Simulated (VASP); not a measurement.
# WSe2: single point with r2SCAN

Slab: WSe2, a slab with vacuum.

```
CELL_PARAMETERS angstrom
3.31436 0.00000 0.00000
-1.65718 2.87032 0.00000
0.00000 0.00000 16.65868
ATOMIC_POSITIONS crystal
W 0.00000 0.00000 0.00000
Se 0.33333 0.66667 0.09970
Se 0.33333 0.66667 0.90030
```

* Program: VASP 6.6.1
* Task: single point
* Functional: r2SCAN
* Potentials or basis: VASP PAW PBE potentials, release 64 (W_sv, Se)
* Cutoff: 520 eV
* k mesh: 12 × 12 × 2
* Occupations: gaussian, width 0.02 eV
* Spin: no spin polarisation
* Dipole correction: no
* Further INCAR settings: ALGO = Normal; EDIFF = 1e-07; NBANDS = 20

```json
{"Largest force": "0.044 eV/Å", "Band gap on the k mesh": "1.64 eV, direct"}
```

Forces on the atoms (eV/Å):
```
W    0.000  0.000  0.000
Se   0.000  0.000  0.044
Se   0.000  0.000 -0.044
```

Levels at points of the mesh, in eV from the valence-band top:
| k point | band 10 | band 11 | band 12 | band 13 | band 14 | band 15 | band 16 | band 17 |
| --- | --- | --- | --- | --- | --- | --- | --- | --- |
| (0.00, 0.00, 0.00) | -2.23 | -1.38 | -1.38 | -0.26 | 3.09 | 3.09 | 3.27 | 3.27 |
| (0.50, 0.00, 0.00) | -3.20 | -2.23 | -1.10 | -1.03 | 2.50 | 2.90 | 4.06 | 4.65 |
| (0.00, 0.00, 0.50) | -2.23 | -1.38 | -1.38 | -0.26 | 3.09 | 3.09 | 3.27 | 3.27 |
| (0.50, 0.00, 0.50) | -3.20 | -2.23 | -1.10 | -1.03 | 2.50 | 2.90 | 4.06 | 4.65 |

Wall time 11 min on 1 thread of Intel Xeon 6975P-C, on a shared host, peak memory 0.41 GiB.

Caveat: the PAW data sets were made with another functional, which shifts forces and pressure a little; spin-orbit coupling is left out, which moves the levels of the heavy elements.
